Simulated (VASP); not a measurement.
The system is TiOs3.

```
Ti Os
1.0
     3.88773    0.00000    0.00000
     0.00000    3.88773    0.00000
     0.00000    0.00000    3.88773
Ti Os
1 3
Direct
  0.00000 0.00000 0.00000
  0.50000 0.50000 0.00000
  0.50000 0.00000 0.50000
  0.00000 0.50000 0.50000
```

* Program: VASP 6.6.1
* Task: relaxation of cell and atoms
* Functional: r2SCAN
* Potentials or basis: VASP PAW PBE potentials, release 64 (Ti_sv, Os)
* Cutoff: 600 eV
* k mesh: 7 × 7 × 7
* Occupations: fermi-dirac, width 0.1 eV
* Spin: no spin polarisation

At the start: pressure -5.5 GPa; volume 14.69 Å³/atom.

How do energy, volume and symmetry change on relaxing?

Over 4 steps the energy falls by 4.5 meV/atom and the volume is 14.44 Å³/atom (-1.7 %); space group Pm-3m (No. 221, to 0.1 Å) before and after.

Step by step:
```tsv
step	energy change (eV)	largest force (eV/Å)	pressure (GPa)	volume (Å³)
1	0.0000	0.0000	-5.53	58.76
2	0.1844	0.0000	21.42	54.55
3	-0.0179	0.0000	-0.12	57.77
4	-0.0180	0.0000	-0.01	57.75
```

Final structure:
```cif
data_structure
_symmetry_space_group_name_H-M 'P 1'
_symmetry_Int_Tables_number 1
_cell_length_a 3.8653
_cell_length_b 3.8653
_cell_length_c 3.8653
_cell_angle_alpha 90.000
_cell_angle_beta 90.000
_cell_angle_gamma 90.000
_cell_volume 57.75
loop_
_atom_site_label
_atom_site_type_symbol
_atom_site_fract_x
_atom_site_fract_y
_atom_site_fract_z
_atom_site_occupancy
Ti1 Ti 0.00000 0.00000 0.00000 1
Os1 Os 0.50000 0.50000 0.00000 1
Os2 Os 0.50000 0.00000 0.50000 1
Os3 Os 0.00000 0.50000 0.50000 1
```

Caveat: the PAW data sets were made with another functional, which shifts forces and pressure a little.
